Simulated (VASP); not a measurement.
# Ta (Im-3m) in VASP: single point with HSE06

Aim: the single point of Ta with HSE06.

Everything below comes from runs of VASP 6.6.1. Logs are shortened: lines on timing, memory, paths and dates and some standing lists are left out, and cuts for length are marked.

## 1. The cell of the first run

The structure is cubic, space group Im-3m (No. 229). The conventional cell has a = 3.311 Å, b = 3.311 Å, c = 3.311 Å, α = 90.00°, β = 90.00°, γ = 90.00°. Ta (site symmetry m-3m) has 14 Ta at 2.87 to 3.31 Å within 3.8 Å.

## 2. Single point, HSE06

File POSCAR:

```
Ta
1.0
   -1.6555579557      1.6555579557      1.6555579557
    1.6555579557     -1.6555579557      1.6555579557
    1.6555579557      1.6555579557     -1.6555579557
Ta
1
Direct
    0.0000000000      0.0000000000      0.0000000000
```

File INCAR.step1:

```
SYSTEM = Ta
PREC = Accurate
ENCUT = 520
EDIFF = 1E-5
ISMEAR = -1
SIGMA = 0.02
LREAL = .False.
LASPH = .True.
NELM = 80
ALGO = Normal
ISIF = 2
LWAVE = .True.
LCHARG = .False.
NBANDS = 12
GGA = PE
```

File INCAR.step2:

```
SYSTEM = Ta
PREC = Accurate
ENCUT = 520
EDIFF = 1E-7
ISMEAR = -1
SIGMA = 0.02
LREAL = .False.
LASPH = .True.
NELM = 80
ALGO = Normal
ISIF = 2
LWAVE = .False.
LCHARG = .False.
GGA = PE
LHFCALC = .True.
HFSCREEN = 0.2079
PRECFOCK = Normal
NBANDS = 12
ISTART = 1
```

File KPOINTS:

```
Automatic mesh
0
Gamma
  8 8 8
  0 0 0
```

Potentials or basis: VASP PAW PBE potentials, release 64 (Ta_pv).

Command:

```
cat potpaw_PBE.64/Ta_pv/POTCAR > POTCAR
cp INCAR.step1 INCAR
mpirun -np 1 vasp_std > vasp.out
cp INCAR.step2 INCAR
mpirun -np 1 vasp_std > vasp.out
```

OUTCAR:

```text
SYSTEM = Ta
   PREC = Accurate
   ENCUT = 520
   EDIFF = 1E-7
   ISMEAR = -1
   LREAL = .False.
   LASPH = .True.
   NELM = 80
   ISIF = 2
   GGA = PE
   LHFCALC = .True.
   HFSCREEN = 0.2079
   PRECFOCK = Normal
   ISTART = 1

 ion  position               nearest neighbor table
   1  0.000  0.000  0.000-

  LATTYP: Found a body centered cubic cell.
 ALAT       =     3.3111159114

  Lattice vectors:

 A1 = (  -1.6555579557,   1.6555579557,   1.6555579557)
 A2 = (   1.6555579557,  -1.6555579557,   1.6555579557)
 A3 = (   1.6555579557,   1.6555579557,  -1.6555579557)

Analysis of symmetry for initial positions (statically):
=====================================================================
 Subroutine PRICEL returns:
 Original cell was already a primitive cell.

 Routine SETGRP: Setting up the symmetry group for a
 body centered cubic supercell.

 Subroutine GETGRP returns: Found 48 space group operations
 (whereof 48 operations were pure point group operations)
 out of a pool of 48 trial point group operations.

The static configuration has the point symmetry O_h .

Analysis of symmetry for dynamics (positions and initial velocities):
=====================================================================
 Subroutine PRICEL returns:
 Original cell was already a primitive cell.

 Routine SETGRP: Setting up the symmetry group for a
 body centered cubic supercell.

 Subroutine GETGRP returns: Found 48 space group operations
 (whereof 48 operations were pure point group operations)
 out of a pool of 48 trial point group operations.

The dynamic configuration has the point symmetry O_h .

 Subroutine INISYM returns: Found 48 space group operations
 (whereof 48 operations are pure point group operations),
 and found     1 'primitive' translations

----------------------------------------------------------------------------------------

                                     Primitive cell

  volume of cell :      18.1507

  direct lattice vectors                    reciprocal lattice vectors
    -1.655557956  1.655557956  1.655557956     0.000000000  0.302012985  0.302012985
     1.655557956 -1.655557956  1.655557956     0.302012985  0.000000000  0.302012985
     1.655557956  1.655557956 -1.655557956     0.302012985  0.302012985  0.000000000

  length of vectors
     2.867510494  2.867510494  2.867510494     0.427110859  0.427110859  0.427110859

  position of ions in fractional coordinates (direct lattice)
     0.000000000  0.000000000  0.000000000

  ion indices of the primitive-cell ions
   primitive index   ion index
                 1           1

----------------------------------------------------------------------------------------

 KPOINTS: Automatic mesh

Automatic generation of k-mesh.
 Grid dimensions read from file:
 generate k-points for:    8    8    8

 Generating k-lattice:

  Cartesian coordinates                     Fractional coordinates (reciprocal lattice)
     0.000000000  0.037751623  0.037751623     0.125000000  0.000000000  0.000000000
     0.037751623  0.000000000  0.037751623     0.000000000  0.125000000  0.000000000
     0.037751623  0.037751623  0.000000000     0.000000000  0.000000000  0.125000000

  Length of vectors
     0.053388857  0.053388857  0.053388857

  Shift w.r.t. Gamma in fractional coordinates (k-lattice)
     0.000000000  0.000000000  0.000000000

 Subroutine IBZKPT returns following result:
 ===========================================

 Found     29 irreducible k-points:

 Following reciprocal coordinates:
            Coordinates               Weight
  0.000000  0.000000  0.000000      1.000000
  0.125000  0.000000  0.000000     12.000000
  0.250000  0.000000  0.000000     12.000000
  0.375000  0.000000  0.000000     12.000000
  0.500000  0.000000  0.000000      6.000000
  0.125000  0.125000  0.000000     24.000000
[... 16 lines left out ...]
 -0.250000  0.250000  0.250000      6.000000
 -0.375000  0.375000  0.250000     24.000000
 [... further k-points ...]
   k-points           NKPTS =     29   k-points in BZ     NKDIM =    512   number of bands    NBANDS=     12
   number of dos      NEDOS =    301   number of ions     NIONS =      1
   total plane-waves  NPLWV =  13824
   dimension x,y,z NGX =    24 NGY =   24 NGZ =   24
   dimension x,y,z NGXF=    48 NGYF=   48 NGZF=   48
   ions per type =               1
   NGX,Y,Z   is equivalent  to a cutoff of  13.91, 13.91, 13.91 a.u.
   NGXF,Y,Z  is equivalent  to a cutoff of  27.83, 27.83, 27.83 a.u.
 SYSTEM =  Ta
   PREC   = accura    normal or accurate (medium, high low for compatibility)
   ISTART =      1    job   : 0-new  1-cont  2-samecut
   ICHARG =      0    charge: 1-file 2-atom 10-const
   ISPIN  =      1    spin polarized calculation?
   LNONCOLLINEAR =      F non collinear calculations
   LSORBIT =      F    spin-orbit coupling
   LASPH  =      T    aspherical Exc in radial PAW
   ENCUT  =  520.0 eV  38.22 Ry    6.18 a.u.   5.33  5.33  5.33*2*pi/ulx,y,z
   NELM   =     80;   NELMIN=  2; NELMDL=  0     # of ELM steps
   EDIFF  = 0.1E-06   stopping-criterion for ELM
   LREAL  =      F    real-space projection
   EDIFFG = 0.1E-05   stopping-criterion for IOM
   NSW    =      0    number of steps for IOM
   IBRION =     -1    ionic relax: 0-MD 1-quasi-New 2-CG
   NFREE  =      0    steps in history (QN), initial steepest desc. (CG)
   ISIF   =      2    stress and relaxation
   ISYM   =      3    0-nonsym 1-usesym 2-fastsym
   POTIM  = 0.5000    time-step for ionic-motion
   TEBEG  =    0.0;   TEEND  =   0.0 temperature during run
   PSTRESS=    0.0 pullay stress
   NELECT =      11.0000    total number of electrons
   NUPDOWN=      -1.0000    fix difference up-down
   EMIN   =  10.00;   EMAX   =-10.00  energy-range for DOS
   EFERMI =   0.00;   METHOD = LEGACY
   ISMEAR =    -1;   SIGMA  =   0.02  broadening in eV -4-tet -1-fermi 0-gaus
   EFERMI_NEDOS =   21; number of points for ismear=-14 and -15
   IALGO  =     38    algorithm
   IMIX   =      1    mixing-type and parameters
     AMIX     =   0.40;   BMIX     =  1.00
     AMIX_MAG =   1.60;   BMIX_MAG =  1.00
  volume/ion in A,a.u.               =      18.15       122.49
  Fermi-wavevector in a.u.,A,eV,Ry     =   1.385398  2.618023 26.114052  1.919329
  Thomas-Fermi vector in A             =   2.509812
   LORBIT       =      0    0 simple, 1 ext, 2 COOP (PROOUT), +10 PAW based schemes
   GGA     = PE    functional components
   LHFCALC =     T    Hartree Fock is set to
   PRECFOCK=normal    Normal, Fast or Accurate (Low or Medium for compatibility)
   ENCUT4O =  -1.0   cutoff for four orbital integrals eV
   NKREDX  =     1    reduce k-point grid by
   NKREDY  =     1    reduce k-point grid by
   NKREDZ  =     1    reduce k-point grid by
   AEXX    =    0.2500 exact exchange contribution
   HFSCREEN=    0.2079 screening length (either q_TF or 0.3 A-1)
   HFSCREENC=   0.2079 screening length for correlation (either q_TF or 0.3 A-1)
   ENCUTFOCK=  -1.0 apply spherical cutoff to Coloumb kernel
   IVDW    =     0    specifies the selected vdW correction
   LEPSILON=     F    determine dielectric tensor
   LRPA    =     F    only Hartree local field effects (RPA)
 non-spin polarized calculation
  energy-cutoff  :      520.00
  volume of cell :       18.15
 maximum number of plane-waves:       496
 NGX is ok and might be reduce to    24
  NGX = 16; NGY = 16; NGZ = 16

 number of electron      11.0000001 magnetization

 Free energy of the ion-electron system (eV)
  ---------------------------------------------------
  ext. energy  EPLUGINS =         0.00000000
  ---------------------------------------------------
  free energy    TOTEN  =       -13.49506421 eV

  energy without entropy =      -13.49331441  energy(sigma->0) =      -13.49418931

 E-fermi :   5.2215     XC(G=0): -10.2803

 val. band max:        5.2047146266   @ k =   0.5000   0.5000   0.1250
 cond. band min:       5.3015900636   @ k =   0.3750   0.1250   0.1250
 fundamental gap:      0.0968754370
 Fermi energy:         5.2214552168

 k-point     1 :       0.0000    0.0000    0.0000
  band No.  band energies     occupation
      1     -30.1918      2.00000
      2     -30.1917      2.00000
      3     -30.1917      2.00000
      4      -3.7265      2.00000
      5       6.3384      0.00000
      6       6.3384      0.00000
      7       6.3384      0.00000
      8      10.0325      0.00000
      9      10.0325      0.00000
     10      21.1454      0.00000
     11      21.1454      0.00000
     12      21.1454      0.00000

 k-point     2 :       0.1250    0.0000    0.0000
  band No.  band energies     occupation
      1     -30.3987      2.00000
      2     -30.2523      2.00000
      3     -30.1919      2.00000
      4      -2.9757      2.00000
      5       5.8011      0.00000
      6       6.0631      0.00000
      7       7.0706      0.00000
      8       9.4142      0.00000
      9      10.0228      0.00000
     10      21.7187      0.00000
     11      21.9944      0.00000
     12      22.4035      0.00000

 k-point     3 :       0.2500    0.0000    0.0000
  band No.  band energies     occupation
      1     -30.8753      2.00000
      2     -30.3958      2.00000
      3     -30.1922      2.00000
      4      -1.1700      2.00000
      5       4.7100      2.00000
      6       5.1578      1.92051
      7       9.1376      0.00000
      8       9.3604      0.00000
      9      10.1756      0.00000
     10      21.3840      0.00000
     11      21.9926      0.00000
     12      23.0939      0.00000
[... 286 lines left out ...]
 k-point    23 :      -0.2500    0.2500    0.2500
  band No.  band energies     occupation
      1     -30.9028      2.00000
      2     -30.6234      2.00000
      3     -30.6234      2.00000
      4       0.9172      2.00000
      5       4.2829      2.00000
      6       6.7611      0.00000
      7       6.7611      0.00000
      8       8.9551      0.00000
      9      11.0788      0.00000
     10      20.8810      0.00000
     11      21.9968      0.00000
     12      25.8031      0.00000

 k-point    24 :      -0.3750    0.3750    0.2500
  band No.  band energies     occupation
      1     -31.1593      2.00000
      2     -30.7769      2.00000
      3     -30.6645      2.00000
      4       1.9489      2.00000
      5       3.0098      2.00000
      6       6.7480      0.00000
      7       7.5667      0.00000
      8      11.3654      0.00000
      9      11.4764      0.00000
     10      20.2744      0.00000
     11      21.9969      0.00000
     12      22.6044      0.00000

 [... further k-points ...]

------------------------ aborting loop because EDIFF is reached ----------------------------------------

  FORCE on cell =-STRESS in cart. coord.  units (eV):
  Direction    XX          YY          ZZ          XY          YZ          ZX
  --------------------------------------------------------------------------------------
  -------------------------------------------------------------------------------------
  Total       -0.5544887     -0.5544887     -0.5544887      0.0000000      0.0000000     -0.0000000
  in kB      -48.9451983    -48.9451983    -48.9451983      0.0000000      0.0000000     -0.0000000
  external PRESSURE =     -48.9451983 kB  Pullay stress =       0.0000000 kB

 VOLUME and BASIS-vectors are now :
 -----------------------------------------------------------------------------
  energy-cutoff  :      520.00
  volume of cell :       18.15
      direct lattice vectors                 reciprocal lattice vectors
    -1.655557956  1.655557956  1.655557956     0.000000000  0.302012985  0.302012985
     1.655557956 -1.655557956  1.655557956     0.302012985  0.000000000  0.302012985
     1.655557956  1.655557956 -1.655557956     0.302012985  0.302012985  0.000000000

 POSITION                                       TOTAL-FORCE (eV/Angst)
 -----------------------------------------------------------------------------------
      0.00000      0.00000      0.00000         0.000000     -0.000000      0.000000
 -----------------------------------------------------------------------------------
    total drift:                                0.000000      0.000003      0.000006

  FREE ENERGIE OF THE ION-ELECTRON SYSTEM (eV)
  ---------------------------------------------------
  free  energy   TOTEN  =       -13.4950642102 eV

  energy  without entropy=      -13.4933144052  energy(sigma->0) =      -13.49418931
```

Wall time 62 min (1 thread of Intel Xeon 8259CL, shared host); peak memory 0.26 GiB.

What came out:

```yaml
Free_energy: -13.4951 eV
Pressure: -4.9 GPa
Band_gap_on_the_k_mesh: zero (an odd number of electrons rules out a gap without spin polarisation)
```

Levels at points of the mesh, in eV from the Fermi level:
| k point | band 3 | band 4 | band 5 | band 6 | band 7 | band 8 |
| --- | --- | --- | --- | --- | --- | --- |
| (0.00, 0.00, 0.00) | -35.41 | -8.95 | 1.12 | 1.12 | 1.12 | 4.81 |
| (0.50, 0.00, 0.00) | -35.41 | -4.97 | -1.75 | 1.48 | 4.68 | 5.75 |
| (0.50, 0.50, 0.50) | -36.29 | -4.30 | -4.30 | 7.69 | 7.69 | 7.69 |

Caveat: the cell stands under tension; the PAW data sets were made with another functional, which shifts forces and pressure a little; spin-orbit coupling is left out, which moves the levels of the heavy elements.

The gap in the log of VASP goes by the Fermi energy; the results here count the filled bands.